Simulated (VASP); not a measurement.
PtS2: single point with PBE

Crystal: PtS2.

```xyz
3
Lattice="3.5766 0.0000 0.0000 -1.7883 3.0975 0.0000 0.0000 0.0000 6.4832" Properties=species:S:1:pos:R:3 pbc="T T T"
Pt    0.0000    0.0000    0.0000
S     0.0000    2.0650    1.2275
S     1.7883    1.0325    5.2557
```

```json
{
 "Program": "VASP 6.6.1",
 "Task": "single point",
 "Functional": "PBE",
 "Potentials or basis": "VASP PAW PBE potentials, release 64 (Pt, S)",
 "Cutoff": "520 eV",
 "k mesh": "12 × 12 × 4",
 "Occupations": "gaussian, width 0.02 eV",
 "Spin": "no spin polarisation"
}
```

| Item | Value |
| --- | --- |
| Pressure | -0.3 GPa |
| Largest force | 0.036 eV/Å |
| Band gap on the k mesh | 1.50 eV (least direct gap 1.57 eV) |

Forces in eV/Å, atoms in the order of the input:
```
Pt   0.000  0.000  0.000
S    0.000  0.000 -0.036
S    0.000  0.000  0.036
```

Stress tensor (GPa, compression positive):
```
-0.39  0.00  0.00
 0.00 -0.39  0.00
 0.00  0.00 -0.25
```

Levels at points of the mesh, in eV from the valence-band top:
```tsv
k point	band 8	band 9	band 10	band 11	band 12	band 13	band 14	band 15
(0.00, 0.00, 0.00)	-1.04	-0.41	-0.40	-0.40	3.04	3.04	5.30	5.94
(0.50, 0.00, 0.00)	-2.22	-2.14	-1.78	-1.64	2.58	2.89	5.53	6.78
(0.00, 0.00, 0.50)	-1.11	-0.78	-0.41	-0.41	3.08	3.08	5.89	6.87
(0.50, 0.00, 0.50)	-2.25	-2.12	-1.83	-1.35	2.71	2.81	5.34	6.46
```

Wall time 3.5 min on 1 thread of Intel Xeon 8259CL, on a shared host, peak memory 0.24 GiB.

Caveat: spin-orbit coupling is left out, which moves the levels of the heavy elements; this functional lacks dispersion, which binds layers or chains, so the pressure and a relaxed spacing across them are unreliable. Expect the measured gap to be larger: semilocal functionals such as PBE lack the derivative discontinuity.
